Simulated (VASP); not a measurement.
Input of a VASP 6.6.1 run:

The input POSCAR:

```
MgO
1.0
    0.0000000000      2.1021680189      2.1021680189
    2.1021680189      0.0000000000      2.1021680189
    2.1021680189      2.1021680189      0.0000000000
Mg O
1 1
Direct
    0.0000000000      0.0000000000      0.0000000000
    0.5000000000      0.5000000000      0.5000000000
```

The input INCAR.step1:

```
SYSTEM = MgO
PREC     = Accurate       ! precision mode
ENCUT    = 500            ! plane-wave cutoff, eV
EDIFF    = 1E-8           ! SCF threshold, eV
ISMEAR   = 0              ! smearing method
SIGMA    = 0.01           ! smearing width, eV
LREAL    = .FALSE.        ! projectors in reciprocal space
LASPH    = .TRUE.         ! aspherical terms in the spheres
NELM     = 100            ! most SCF steps
ALGO     = Normal         ! electronic algorithm
LWAVE    = .TRUE.         ! write WAVECAR
LCHARG   = .FALSE.        ! write CHGCAR
GGA      = PE             ! functional
```

INCAR.step2

```
SYSTEM = MgO
PREC     = Accurate       ! precision mode
ENCUT    = 500            ! plane-wave cutoff, eV
EDIFF    = 1E-8           ! SCF threshold, eV
ISMEAR   = 0              ! smearing method
SIGMA    = 0.01           ! smearing width, eV
LREAL    = .FALSE.        ! projectors in reciprocal space
LASPH    = .TRUE.         ! aspherical terms in the spheres
NELM     = 1              ! most SCF steps
ALGO     = Exact          ! electronic algorithm
LWAVE    = .TRUE.         ! write WAVECAR
LCHARG   = .FALSE.        ! write CHGCAR
GGA      = PE             ! functional
NBANDS   = 59             ! bands
LOPTICS  = .TRUE.         ! frequency-dependent dielectric function
ISTART   = 1
```

INCAR.step3

```
SYSTEM = MgO
PREC     = Accurate       ! precision mode
ENCUT    = 500            ! plane-wave cutoff, eV
EDIFF    = 1E-8           ! SCF threshold, eV
ISMEAR   = 0              ! smearing method
SIGMA    = 0.01           ! smearing width, eV
LREAL    = .FALSE.        ! projectors in reciprocal space
LASPH    = .TRUE.         ! aspherical terms in the spheres
ALGO     = EVGW0          ! electronic algorithm
LWAVE    = .FALSE.        ! write WAVECAR
LCHARG   = .FALSE.        ! write CHGCAR
GGA      = PE             ! functional
NELMGW   = 1            
NBANDS   = 59             ! bands
ENCUTGW  = 120.0          ! cutoff of the response function
NOMEGA   = 96             ! frequency points
PRECFOCK = Fast         
ISTART   = 1            
NBANDSGW = 12           
OMEGAMAX = 30
```

File KPOINTS:

```
Automatic mesh
0
G
  6 6 6
  0 0 0
```

Potentials or basis: VASP PAW PBE potentials, release 64 (Mg_GW, O_GW).

Launch:

```bash
$ cat potpaw_PBE.64/Mg_GW/POTCAR potpaw_PBE.64/O_GW/POTCAR > POTCAR
$ cp INCAR.step1 INCAR
$ mpirun -np 1 vasp_std > vasp.out
$ cp INCAR.step2 INCAR
$ mpirun -np 1 vasp_std > vasp.out
$ cp INCAR.step3 INCAR
$ mpirun -np 1 vasp_std > vasp.out
```

Predict the quasiparticle gap.

7.23 eV.

Estimate the least direct quasiparticle gap.

7.23 eV.

Predict the band gap of the starting levels on the mesh.

4.78 eV.

What does it give for the least direct gap of the starting levels on the mesh?

4.78 eV.

Caveat: the k points lie up to 0.43 Å⁻¹ apart; bands, screening cutoff and mesh are small and nothing is extrapolated, so the quasiparticle values aren't converged.
